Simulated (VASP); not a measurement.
Write the native input for VASP 6.6.1 that does the following.

```
Task                   : single point
Functional             : PBE
Potentials or basis    : VASP PAW PBE potentials, release 64 (Pd, C)
Cutoff                 : 520 eV
k mesh                 : 12 × 12 × 18
Occupations            : gaussian, width 0.1 eV
Spin                   : no spin polarisation
Dipole correction      : no
Further INCAR settings : ALGO = Normal; EDIFF = 1e-06; NBANDS = 22
```

The structure of PdC lies in POSCAR:

```
PdC
1.0
    2.4112837043     -3.7213906502      0.0000000000
    2.4112837043      3.7213906502      0.0000000000
    0.0000000000      0.0000000000      2.5871492419
Pd C
2 2
Direct
    0.8129775363      0.1870224637      0.7500000000
    0.1870224637      0.8129775363      0.2500000000
    0.5416288221      0.4583711779      0.7500000000
    0.4583711779      0.5416288221      0.2500000000
```

One way to write it, as run:

INCAR

```
PREC     = Accurate       # precision mode
ENCUT    = 520            # plane-wave cutoff, eV
EDIFF    = 1E-6           # SCF threshold, eV
ISMEAR   = 0              # smearing method
SIGMA    = 0.1            # smearing width, eV
LREAL    = False          # projectors in reciprocal space
LASPH    = True           # aspherical terms in the spheres
NELM     = 60             # most SCF steps
ALGO     = Normal         # electronic algorithm
ISIF     = 2              # what is computed and relaxed
LWAVE    = False          # write WAVECAR
LCHARG   = True           # write CHGCAR
GGA      = PE             # functional
LELF     = True           # ELF
LVHAR    = True         
NBANDS   = 22             # bands
```

KPOINTS

```
regular mesh
0
Gamma
  12 12 18
```

Potentials or basis: VASP PAW PBE potentials, release 64 (Pd, C).

The run is started by

```bash
$ cat potpaw_PBE.64/Pd/POTCAR potpaw_PBE.64/C/POTCAR > POTCAR
$ mpirun -np 1 vasp_std > vasp.out
```

It gave:

The pressure is 0.0 GPa, the largest force is 0.026 eV/Å and the band gap on the k mesh is zero (bands 14 and 15 overlap by 1.72 eV).

Wall time 6.5 min on 1 thread of Intel(R) Xeon(R) Platinum 8488C (Sapphire Rapids), on a shared host, peak memory 0.47 GiB.
